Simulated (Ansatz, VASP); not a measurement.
Bi2Te3 in VASP and in Ansatz

The input INCAR:

```
PREC     = Accurate       # precision mode
ENCUT    = 520            # plane-wave cutoff, eV
EDIFF    = 1E-7           # SCF threshold, eV
ISMEAR   = -1             # smearing method
SIGMA    = 0.08           # smearing width, eV
LREAL    = F              # projectors in reciprocal space
LASPH    = T              # aspherical terms in the spheres
NELM     = 100            # most SCF steps
ALGO     = Normal         # electronic algorithm
ISIF     = 2              # what is computed and relaxed
LWAVE    = F              # write WAVECAR
LCHARG   = T              # write CHGCAR
GGA      = CA             # functional
LELF     = T              # ELF
LVHAR    = T            
NBANDS   = 32             # bands
```

KPOINTS

```
regular mesh
0
Gamma
  8 8 8
```

Contents of POSCAR:

```
Bi2Te3
1.0
    2.1786529834      1.2578458864      9.8122390614
   -2.1786529834      1.2578458864      9.8122390614
    0.0000000000     -2.5156917729      9.8122390614
Bi Te
2 3
Direct
    0.8120000000      0.8120000000      0.8120000000
    0.4020000000      0.4020000000      0.4020000000
    0.6110000000      0.6110000000      0.6110000000
    0.2000000000      0.2000000000      0.2000000000
    0.0000000000      0.0000000000      0.0000000000
```

Input for Ansatz:

```yaml
crystal:
  lattice:
    - [2.1786529834, 1.2578458864, 9.8122390614]
    - [-2.1786529834, 1.2578458864, 9.8122390614]
    - [0.0, -2.5156917729, 9.8122390614]
  atoms:
    - { symbol: Bi, position: [0.812, 0.812, 0.812] }
    - { symbol: Bi, position: [0.402, 0.402, 0.402] }
    - { symbol: Te, position: [0.611, 0.611, 0.611] }
    - { symbol: Te, position: [0.2, 0.2, 0.2] }
    - { symbol: Te, position: [0.0, 0.0, 0.0] }
kpoints:
  mp_grid: { grid: [8, 8, 8] }
  band_path:
    path:
      - [0.0, 0.0, 0.0]
      - [0.5, 0.5, 0.5]
      - [0.8223779553, 0.1776220447, 0.5]
      - [0.5, -0.1776220447, 0.1776220447]
      - [0.5, 0.0, 0.0]
      - [0.0, 0.0, 0.0]
      - [0.3388110223, -0.3388110223, 0.0]
      - [0.6611889777, 0.0, 0.3388110223]
      - [0.5, 0.0, 0.5]
    npoints: 5
scf:
  occupations: { method: fermi_dirac, width: 0.08 }
hamiltonian:
  xc: lda
  pseudopotentials: { kind: all_electron, lapw: { basis_error: 0.001 } }
output:
  forces: true
  stress: true
  eigenvalues: true
```

Change from the starting cell: volume scaled by 0.96.

Alike in both runs: task single point; functional LDA; k mesh 8 × 8 × 8; occupations fermi-dirac, width 0.08 eV; no spin polarisation.

|  | VASP | Ansatz |
| --- | --- | --- |
| version | VASP 6.6.1 | Ansatz 0.2.0 |
| potentials or method | VASP PAW LDA potentials, release 64 (Bi_d, Te), cutoff 520 eV | all-electron LAPW, scalar-relativistic |

|  | VASP | Ansatz | Ansatz less VASP |
| --- | --- | --- | --- |
| pressure (GPa) | 0.3 | 0.2 | -0.09 |
| traceless stress, the component that is largest in VASP (GPa) | -0.73 | -0.73 | +0.005 |
| rms of the force components (eV/Å) | 0.541 | 0.530 | -0.0109 |

LDA's correlation is that of Perdew and Zunger in VASP and of Perdew and Wang (1992) in Ansatz. Atom by atom the forces differ by 0.012 eV/Å (rms over components). Ansatz ran all-electron here, and VASP with PAW potentials.

Spin-orbit coupling is off throughout.
